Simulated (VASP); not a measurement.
Write the native input for VASP 6.6.1 that does the following.

```
Task                   : single point
Functional             : PBEsol
Dispersion             : D3(BJ)
Potentials or basis    : VASP PAW PBE potentials, release 64 (Te, Nb_sv)
Cutoff                 : 520 eV
k mesh                 : 8 × 8 × 7
Occupations            : fermi-dirac, width 0.05 eV
Spin                   : no spin polarisation
Dipole correction      : no
Further INCAR settings : ALGO = Normal; EDIFF = 1e-06; NBANDS = 16
```

The structure of NbTe lies in POSCAR:

```
NbTe
1.0
    3.5788039464      0.0000000000      0.0000000000
   -1.7894019732      3.0993351328      0.0000000000
    0.0000000000      0.0000000000      3.6575827825
Te Nb
1 1
Direct
    0.6666666667      0.3333333333      0.0000000000
    0.0000000000      0.0000000000      0.5000000000
```

One way to write it, as run:

INCAR

```
PREC = Accurate ; ENCUT = 520
EDIFF = 1E-6 ; ISMEAR = -1
SIGMA = 0.05 ; LREAL = False
LASPH = True ; NELM = 100
ALGO = Normal ; ISIF = 2
LWAVE = False ; LCHARG = True
GGA = PS ; IVDW = 12
LELF = True ; LVHAR = True
NBANDS = 16
```

KPOINTS

```
Automatic mesh
0
Gamma
  8 8 7
```

Potentials or basis: VASP PAW PBE potentials, release 64 (Te, Nb_sv).

The run is started by

```sh
$ cat potpaw_PBE.64/Te/POTCAR potpaw_PBE.64/Nb_sv/POTCAR > POTCAR
$ mpirun -np 1 vasp_std > vasp.out
```

It gave:

| Property | Result |
| --- | --- |
| Pressure | -1.0 GPa |
| Dispersion energy per atom | -0.678 eV |

Caveat: three body term missing; the PAW data sets were made with another functional, which shifts forces and pressure a little; pairwise dispersion overbinds metals, which lowers pressure and volume.

Wall time 25 s on 1 thread of Intel(R) Xeon(R) Platinum 8259CL CPU @ 2.50GHz (Skylake/Cascade Lake) (shared host), peak memory 0.18 GiB.
